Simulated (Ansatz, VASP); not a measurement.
Os in VASP and in Ansatz

```
CELL_PARAMETERS angstrom
2.69715 0.00000 0.00000
-1.34857 2.33580 0.00000
0.00000 0.00000 4.26132
ATOMIC_POSITIONS crystal
Os 0.33333 0.66667 0.25000
Os 0.66667 0.33333 0.75000
```

Change from the starting cell: functional lda, volume scaled by 0.96, PAW files.

Alike in both runs: task electric field gradients; functional LDA; k mesh 17 × 17 × 10; occupations fermi-dirac, width 0.08 eV; no spin polarisation.

```csv
,VASP,Ansatz
version,VASP 6.6.1,Ansatz 0.2.0
potentials or method,"VASP PAW LDA potentials, release 64 (Os)","PAW with Ansatz's default frozen-core files, scalar-relativistic"
plane-wave cutoff (eV),520,420
valence electrons in the cell,16,32
```

Ansatz gave:

```
pressure (GPa)                                                : 9.7
traceless stress, the component that is largest in VASP (GPa) : 0.21
size of Vzz on the site where it differs most (V/Å²)          : 65.3
```

What did VASP give for the same quantities?

Pressure (GPa): 10.9; traceless stress, the component that is largest in VASP (GPa): 0.13; size of Vzz on the site where it differs most (V/Å²): 86.0.

LDA's correlation is that of Perdew and Zunger in VASP and of Perdew and Wang (1992) in Ansatz. VASP's potentials hold 16 valence electrons a cell and Ansatz's 32, so a difference there can come from the potentials and not from the codes.

Spin-orbit coupling is off throughout.
